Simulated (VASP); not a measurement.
# TaN (P-62m) in VASP: notebook

TaN is run at these levels: LDA, PBEsol, r2SCAN; tasks: single point.

All numbers are computed with VASP 6.6.1; they aren't measurements. Logs are shortened: lines on timing, memory, paths and dates and some standing lists are left out, and cuts for length are marked.

### 1 The cell of the first run

The structure is hexagonal, space group P-62m (No. 189). The conventional cell has a = 5.196 Å, b = 5.196 Å, c = 2.911 Å, α = 90.00°, β = 90.00°, γ = 120.00°. Within 3.0 Å of Ta (site symmetry -6) lie 6 N at 2.16 Å and 5 Ta at 2.91 to 3.00 Å. Within 2.7 Å of Ta (site symmetry -62m) lie 3 N at 2.04 Å. Within 3.0 Å of N (site symmetry m2m) lie 5 Ta at 2.04 to 2.16 Å and 6 N at 2.77 to 2.91 Å.

### 2 Single point, LDA

INCAR reads:

```
  ALGO = Normal
  EDIFF = 1E-7
  ENCUT = 520
  GGA = CA
  ISIF = 2
  ISMEAR = 0
  LASPH = True
  LCHARG = True
  LELF = True
  LREAL = False
  LVHAR = True
  LWAVE = False
  NBANDS = 33
  NELM = 100
  PREC = Accurate
  SIGMA = 0.1
```

KPOINTS reads:

```
k-points
0
Gamma
  6 6 9
```

POSCAR reads:

```
TaN
1.0
    5.1960000000      0.0000000000      0.0000000000
   -2.5980000000      4.4998679981      0.0000000000
    0.0000000000      0.0000000000      2.9110000000
Ta N
3 3
Direct
    0.3333333333      0.6666666667      0.5000000000
    0.6666666667      0.3333333333      0.5000000000
    0.0000000000      0.0000000000      0.0000000000
    0.3928500000      0.0000000000      0.0000000000
    0.0000000000      0.3928500000      0.0000000000
    0.6071500000      0.6071500000      0.0000000000
```

Potentials or basis: VASP PAW LDA potentials, release 64 (Ta_pv, N).

On the command line:

```bash
$ cat potpaw_LDA.64/Ta_pv/POTCAR potpaw_LDA.64/N/POTCAR > POTCAR
$ mpirun -np 1 vasp_std > vasp.out
```

OUTCAR:

```text
EDIFF = 1E-7
   ENCUT = 520
   GGA = CA
   ISIF = 2
   ISMEAR = 0
   LASPH = True
   LREAL = False
   NELM = 100
   PREC = Accurate

 ion  position               nearest neighbor table
   1  0.333  0.667  0.500-   4 2.16   4 2.16   5 2.16   5 2.16   6 2.16   6 2.16   2 3.00   2 3.00
                             2 3.00   3 3.33   3 3.33   3 3.33   3 3.33   3 3.33   3 3.33
   2  0.667  0.333  0.500-   5 2.16   5 2.16   4 2.16   4 2.16   6 2.16   6 2.16   1 3.00   1 3.00
                             1 3.00   3 3.33   3 3.33   3 3.33   3 3.33   3 3.33   3 3.33
   3  0.000  0.000  0.000-   4 2.04   5 2.04   6 2.04   2 3.33   1 3.33   1 3.33   2 3.33   2 3.33
                             2 3.33   1 3.33   1 3.33   2 3.33   2 3.33   1 3.33   1 3.33
   4  0.393  0.000  0.000-   3 2.04   1 2.16   1 2.16   2 2.16   2 2.16
   5  0.000  0.393  0.000-   3 2.04   2 2.16   2 2.16   1 2.16   1 2.16
   6  0.607  0.607  0.000-   3 2.04   1 2.16   1 2.16   2 2.16   2 2.16

  LATTYP: Found a hexagonal cell.
 ALAT       =     5.1960000000
 C/A-ratio  =     0.5602386451

  Lattice vectors:

 A1 = (   5.1960000000,   0.0000000000,   0.0000000000)
 A2 = (  -2.5980000000,   4.4998679981,   0.0000000000)
 A3 = (   0.0000000000,   0.0000000000,   2.9110000000)

Analysis of symmetry for initial positions (statically):
=====================================================================
 Subroutine PRICEL returns:
 Original cell was already a primitive cell.

 Routine SETGRP: Setting up the symmetry group for a
 hexagonal supercell.

 Subroutine GETGRP returns: Found 12 space group operations
 (whereof 12 operations were pure point group operations)
 out of a pool of 24 trial point group operations.

The static configuration has the point symmetry D_3h.

Analysis of symmetry for dynamics (positions and initial velocities):
=====================================================================
 Subroutine PRICEL returns:
 Original cell was already a primitive cell.

 Routine SETGRP: Setting up the symmetry group for a
 hexagonal supercell.

 Subroutine GETGRP returns: Found 12 space group operations
 (whereof 12 operations were pure point group operations)
 out of a pool of 24 trial point group operations.

The dynamic configuration has the point symmetry D_3h.

 Subroutine INISYM returns: Found 12 space group operations
 (whereof 12 operations are pure point group operations),
 and found     1 'primitive' translations

----------------------------------------------------------------------------------------

                                     Primitive cell

  volume of cell :      68.0630

  direct lattice vectors                    reciprocal lattice vectors
     5.196000000  0.000000000  0.000000000     0.192455735  0.111114371  0.000000000
    -2.598000000  4.499867998  0.000000000     0.000000000  0.222228741  0.000000000
     0.000000000  0.000000000  2.911000000     0.000000000  0.000000000  0.343524562

  length of vectors
     5.196000000  5.196000000  2.911000000     0.222228741  0.222228741  0.343524562

  position of ions in fractional coordinates (direct lattice)
     0.333333333  0.666666667  0.500000000
     0.666666667  0.333333333  0.500000000
     0.000000000  0.000000000  0.000000000
     0.392850000  0.000000000  0.000000000
     0.000000000  0.392850000  0.000000000
     0.607150000  0.607150000  0.000000000

  ion indices of the primitive-cell ions
   primitive index   ion index
                 1           1
                 2           2
                 3           3
                 4           4
                 5           5
                 6           6

----------------------------------------------------------------------------------------

 KPOINTS: k-points

Automatic generation of k-mesh.
 Grid dimensions read from file:
 generate k-points for:    6    6    9

 Generating k-lattice:

  Cartesian coordinates                     Fractional coordinates (reciprocal lattice)
     0.032075956  0.018519062  0.000000000     0.166666667  0.000000000  0.000000000
     0.000000000  0.037038124  0.000000000     0.000000000  0.166666667  0.000000000
     0.000000000  0.000000000  0.038169396     0.000000000  0.000000000  0.111111111

  Length of vectors
     0.037038124  0.037038124  0.038169396

  Shift w.r.t. Gamma in fractional coordinates (k-lattice)
     0.000000000  0.000000000  0.000000000

 Subroutine IBZKPT returns following result:
 ===========================================

 Found     35 irreducible k-points:

 Following reciprocal coordinates:
            Coordinates               Weight
  0.000000  0.000000  0.000000      1.000000
  0.166667  0.000000  0.000000      6.000000
  0.333333  0.000000  0.000000      6.000000
  0.500000  0.000000  0.000000      3.000000
  0.166667  0.166667  0.000000      6.000000
  0.333333  0.166667  0.000000     12.000000
[... 16 lines left out ...]
  0.166667  0.000000  0.333333     12.000000
  0.333333  0.000000  0.333333     12.000000
 [... further k-points ...]
   k-points           NKPTS =     35   k-points in BZ     NKDIM =     35   number of bands    NBANDS=     33
   number of dos      NEDOS =    301   number of ions     NIONS =      6
   total plane-waves  NPLWV =  38400
   dimension x,y,z NGX =    40 NGY =   40 NGZ =   24
   dimension x,y,z NGXF=    80 NGYF=   80 NGZF=   48
   ions per type =               3   3
   NGX,Y,Z   is equivalent  to a cutoff of  12.80, 12.80, 13.71 a.u.
   NGXF,Y,Z  is equivalent  to a cutoff of  25.60, 25.60, 27.41 a.u.
 SYSTEM =  unknown system
   PREC   = accura    normal or accurate (medium, high low for compatibility)
   ISTART =      0    job   : 0-new  1-cont  2-samecut
   ICHARG =      2    charge: 1-file 2-atom 10-const
   ISPIN  =      1    spin polarized calculation?
   LNONCOLLINEAR =      F non collinear calculations
   LSORBIT =      F    spin-orbit coupling
   LASPH  =      T    aspherical Exc in radial PAW
   ENCUT  =  520.0 eV  38.22 Ry    6.18 a.u.   9.66  9.66  5.41*2*pi/ulx,y,z
   NELM   =    100;   NELMIN=  2; NELMDL= -5     # of ELM steps
   EDIFF  = 0.1E-06   stopping-criterion for ELM
   LREAL  =      F    real-space projection
   EDIFFG = 0.1E-05   stopping-criterion for IOM
   NSW    =      0    number of steps for IOM
   IBRION =     -1    ionic relax: 0-MD 1-quasi-New 2-CG
   NFREE  =      0    steps in history (QN), initial steepest desc. (CG)
   ISIF   =      2    stress and relaxation
   ISYM   =      2    0-nonsym 1-usesym 2-fastsym
   POTIM  = 0.5000    time-step for ionic-motion
   TEBEG  =    0.0;   TEEND  =   0.0 temperature during run
   PSTRESS=    0.0 pullay stress
   NELECT =      48.0000    total number of electrons
   NUPDOWN=      -1.0000    fix difference up-down
   EMIN   =  10.00;   EMAX   =-10.00  energy-range for DOS
   EFERMI =   0.00;   METHOD = LEGACY
   ISMEAR =     0;   SIGMA  =   0.10  broadening in eV -4-tet -1-fermi 0-gaus
   EFERMI_NEDOS =   21; number of points for ismear=-14 and -15
   IALGO  =     38    algorithm
   IMIX   =      4    mixing-type and parameters
     AMIX     =   0.40;   BMIX     =  1.00
     AMIX_MAG =   1.60;   BMIX_MAG =  1.00
  volume/ion in A,a.u.               =      11.34        76.55
  Fermi-wavevector in a.u.,A,eV,Ry     =   1.457197  2.753703 28.890916  2.123422
  Thomas-Fermi vector in A             =   2.574026
   LORBIT       =      0    0 simple, 1 ext, 2 COOP (PROOUT), +10 PAW based schemes
   GGA     = CA    functional components
   LHFCALC =     F    Hartree Fock is set to
   AEXX    =    0.0000 exact exchange contribution
   IVDW    =     0    specifies the selected vdW correction
   LEPSILON=     F    determine dielectric tensor
   LRPA    =     F    only Hartree local field effects (RPA)
 non-spin polarized calculation
 Gauss-broadening in eV      SIGMA  =   0.10
  energy-cutoff  :      520.00
  volume of cell :       68.06
 maximum number of plane-waves:      1847
 NGX is ok and might be reduce to    40
   NGX = 19   NGY = 19   NGZ = 11

 number of electron      48.0000002 magnetization

 Free energy of the ion-electron system (eV)
  ---------------------------------------------------
  ext. energy  EPLUGINS =         0.00000000
  ---------------------------------------------------
  free energy    TOTEN  =       -74.09197417 eV

  energy without entropy =      -74.08707191  energy(sigma->0) =      -74.08952304

 E-fermi :   8.1752     XC(G=0): -13.2425

 val. band max:        8.1636345373   @ k =   0.0000   0.0000   0.2222
 cond. band min:       8.1757030427   @ k =   0.1667   0.0000   0.2222
 fundamental gap:      0.0120685054
 Fermi energy:         8.1751597030

 k-point     1 :       0.0000    0.0000    0.0000
  band No.  band energies     occupation
      1     -27.8455      2.00000
      2     -27.8455      2.00000
      3     -27.4899      2.00000
      4     -27.4899      2.00000
      5     -27.3174      2.00000
      6     -27.2073      2.00000
[... 25 lines left out ...]
     32      11.3106      0.00000
     33      11.3106      0.00000

 k-point     2 :       0.1667    0.0000    0.0000
  band No.  band energies     occupation
      1     -27.8689      2.00000
      2     -27.8384      2.00000
      3     -27.4697      2.00000
      4     -27.4591      2.00000
      5     -27.3105      2.00000
      6     -27.2136      2.00000
[... 25 lines left out ...]
     32      11.3889      0.00000
     33      11.5188      0.00000
[... 754 lines left out ...]
     32      11.6357      0.00000
     33      12.8261      0.00000

 k-point    24 :       0.3333    0.0000    0.3333
  band No.  band energies     occupation
      1     -27.9572      2.00000
      2     -27.8415      2.00000
      3     -27.7673      2.00000
      4     -27.6757      2.00000
      5     -27.4115      2.00000
      6     -27.3166      2.00000
[... 25 lines left out ...]
     32      11.8694      0.00000
     33      13.2263      0.00000

 [... further k-points ...]

------------------------ aborting loop because EDIFF is reached ----------------------------------------

  FORCE on cell =-STRESS in cart. coord.  units (eV):
  Direction    XX          YY          ZZ          XY          YZ          ZX
  --------------------------------------------------------------------------------------
  -------------------------------------------------------------------------------------
  Total       -3.1579453     -3.1579453     -4.2902536      0.0000000      0.0000000      0.0000000
  in kB      -74.3368353    -74.3368353   -100.9909435      0.0000000      0.0000000      0.0000000
  external PRESSURE =     -83.2215380 kB  Pullay stress =       0.0000000 kB

 VOLUME and BASIS-vectors are now :
 -----------------------------------------------------------------------------
  energy-cutoff  :      520.00
  volume of cell :       68.06
      direct lattice vectors                 reciprocal lattice vectors
     5.196000000  0.000000000  0.000000000     0.192455735  0.111114371  0.000000000
    -2.598000000  4.499867998  0.000000000     0.000000000  0.222228741  0.000000000
     0.000000000  0.000000000  2.911000000     0.000000000  0.000000000  0.343524562

 POSITION                                       TOTAL-FORCE (eV/Angst)
 -----------------------------------------------------------------------------------
     -0.00000      2.99991      1.45550        -0.000000     -0.000000      0.000000
      2.59800      1.49996      1.45550        -0.000000     -0.000000      0.000000
      0.00000      0.00000      0.00000        -0.000000     -0.000000      0.000000
      2.04125      0.00000      0.00000        -0.032466     -0.000000     -0.000000
     -1.02062      1.76777      0.00000         0.016233     -0.028116      0.000000
      1.57738      2.73209      0.00000         0.016233      0.028116      0.000000
 -----------------------------------------------------------------------------------
    total drift:                               -0.000002     -0.000003      0.000000

  FREE ENERGIE OF THE ION-ELECTRON SYSTEM (eV)
  ---------------------------------------------------
  free  energy   TOTEN  =       -74.0919741750 eV

  energy  without entropy=      -74.0870719102  energy(sigma->0) =      -74.08952304
```

Wall time 2 min (1 thread of AMD EPYC 7R13, shared host); peak memory 0.17 GiB.

Results:

```
Free energy            : -74.0920 eV
Pressure               : -8.3 GPa
Largest force          : 0.032 eV/Å
Band gap on the k mesh : zero (bands 24 and 25 overlap by 3.10 eV)
```

Forces on the atoms (eV/Å):
```
Ta   0.000  0.000  0.000
Ta   0.000  0.000  0.000
Ta   0.000  0.000  0.000
N   -0.032  0.000  0.000
N    0.016 -0.028  0.000
N    0.016  0.028  0.000
```

Stress tensor (GPa, compression positive):
```
 -7.43   0.00   0.00
  0.00  -7.43   0.00
  0.00   0.00 -10.10
```

Caveat: the cell stands under tension; spin-orbit coupling is left out, which moves the levels of the heavy elements.

### 3 Single point, PBEsol

INCAR reads:

```
SYSTEM = TaN
PREC     = Accurate       ! precision mode
ENCUT    = 520            ! plane-wave cutoff, eV
EDIFF    = 1E-7           ! SCF threshold, eV
ISMEAR   = 0              ! smearing method
SIGMA    = 0.1            ! smearing width, eV
LREAL    = .False.        ! projectors in reciprocal space
LASPH    = .True.         ! aspherical terms in the spheres
NELM     = 100            ! most SCF steps
ALGO     = Normal         ! electronic algorithm
ISIF     = 2              ! what is computed and relaxed
LWAVE    = .False.        ! write WAVECAR
LCHARG   = .False.        ! write CHGCAR
GGA      = PS             ! functional
NBANDS   = 33             ! bands
```

KPOINTS reads:

```
regular mesh
0
Gamma
  6 6 9
  0 0 0
```

POSCAR is that of step 2.

Potentials or basis: VASP PAW PBE potentials, release 64 (Ta_pv, N).

On the command line:

```bash
$ cat potpaw_PBE.64/Ta_pv/POTCAR potpaw_PBE.64/N/POTCAR > POTCAR
$ mpirun -np 1 vasp_std > vasp.out
```

Run time: 2 min. Hardware: 1 thread of AMD EPYC 7R13, shared host; peak memory 0.19 GiB.

The run converged. Its results:

```yaml
Free_energy: -71.4359 eV
Pressure: -3.0 GPa
Largest_force: 0.026 eV/Å
Band_gap_on_the_k_mesh: zero (bands 24 and 25 overlap by 3.10 eV)
```

Forces on the atoms (eV/Å):
```
Ta   0.000  0.000  0.000
Ta   0.000  0.000  0.000
Ta   0.000  0.000  0.000
N    0.026  0.000  0.000
N   -0.013  0.023  0.000
N   -0.013 -0.023  0.000
```

Stress tensor (GPa, compression positive):
```
-2.36  0.00  0.00
 0.00 -2.36  0.00
 0.00  0.00 -4.15
```

Levels at points of the mesh, in eV from the Fermi level:
```csv
k point,band 21,band 22,band 23,band 24,band 25,band 26,band 27,band 28
"(0.00, 0.00, 0.00)",-4.22,-3.30,-1.90,-0.89,-0.89,0.58,0.58,1.85
"(0.50, 0.00, 0.00)",-3.86,-3.84,-2.82,-2.62,1.22,1.80,1.93,2.42
```

Caveat: the PAW data sets were made with another functional, which shifts forces and pressure a little; spin-orbit coupling is left out, which moves the levels of the heavy elements.

### 4 Single point, r2SCAN

POSCAR is that of step 3.

INCAR.step1 reads:

```
SYSTEM = TaN
PREC = Accurate
ENCUT = 520
ISMEAR = 0
SIGMA = 0.1
LREAL = .False.
LASPH = .True.
NELM = 80
NBANDS = 33
GGA = PE
ALGO = Normal
EDIFF = 1E-4
LWAVE = .True.
LCHARG = .False.
```

INCAR.step2 reads:

```
SYSTEM = TaN
PREC = Accurate
ENCUT = 520
EDIFF = 1E-7
ISMEAR = 0
SIGMA = 0.1
LREAL = .False.
LASPH = .True.
NELM = 80
ALGO = Normal
ISIF = 2
LWAVE = .False.
LCHARG = .False.
METAGGA = R2SCAN
LMIXTAU = .True.
NBANDS = 33
ISTART = 1
```

KPOINTS is that of step 3.

On the command line:

```bash
$ cat potpaw_PBE.64/Ta_pv/POTCAR potpaw_PBE.64/N/POTCAR > POTCAR
$ cp INCAR.step1 INCAR
$ mpirun -np 1 vasp_std > vasp.out
$ cp INCAR.step2 INCAR
$ mpirun -np 1 vasp_std > vasp.out
```

It took 9.1 min on 1 thread of AMD EPYC 7R13, shared host; peak memory 0.21 GiB.

Results (log left out):

* Free energy: -181.2999 eV
* Pressure: 1.9 GPa
* Largest force: 0.023 eV/Å
* Band gap on the k mesh: zero (bands 24 and 25 overlap by 3.11 eV)

Forces in eV/Å, atoms in the order of the input:
```
Ta   0.000  0.000  0.000
Ta   0.000  0.000  0.000
Ta   0.000  0.000  0.000
N   -0.023  0.000  0.000
N    0.012 -0.020  0.000
N    0.012  0.020  0.000
```

Stress tensor (GPa, compression positive):
```
2.06 0.00 0.00
0.00 2.06 0.00
0.00 0.00 1.55
```

Levels at points of the mesh, in eV from the Fermi level:
```
           k point  band 22  band 23  band 24  band 25  band 26  band 27
(0.00, 0.00, 0.00)    -3.53    -1.93    -0.91    -0.91     0.78     0.78
(0.50, 0.00, 0.00)    -4.10    -2.92    -2.67     1.39     2.00     2.13
```

Caveat: the PAW data sets were made with another functional, which shifts forces and pressure a little; spin-orbit coupling is left out, which moves the levels of the heavy elements.

### 5 Overview

```csv
level,potentials or basis,gap on the mesh (eV),pressure (GPa),largest force (eV/Å)
LDA,"VASP PAW LDA potentials, release 64 (Ta_pv, N)",none,-8.3,0.03
PBEsol,"VASP PAW PBE potentials, release 64 (Ta_pv, N)",none,-3.0,0.03
r2SCAN,"VASP PAW PBE potentials, release 64 (Ta_pv, N)",none,1.9,0.02
```

Alike in all rows: task single point; no spin polarisation; cell as given; k mesh 6 × 6 × 9; cutoff (eV) 520; smearing gaussian 0.1 eV.

Caveats: spin-orbit coupling is left out, which moves the levels of the heavy elements; the PAW data sets were made with another functional, which shifts forces and pressure a little (at least some runs); the cell stands under tension (at least some runs).

Absolute energies hang on the potentials; compare differences alone.
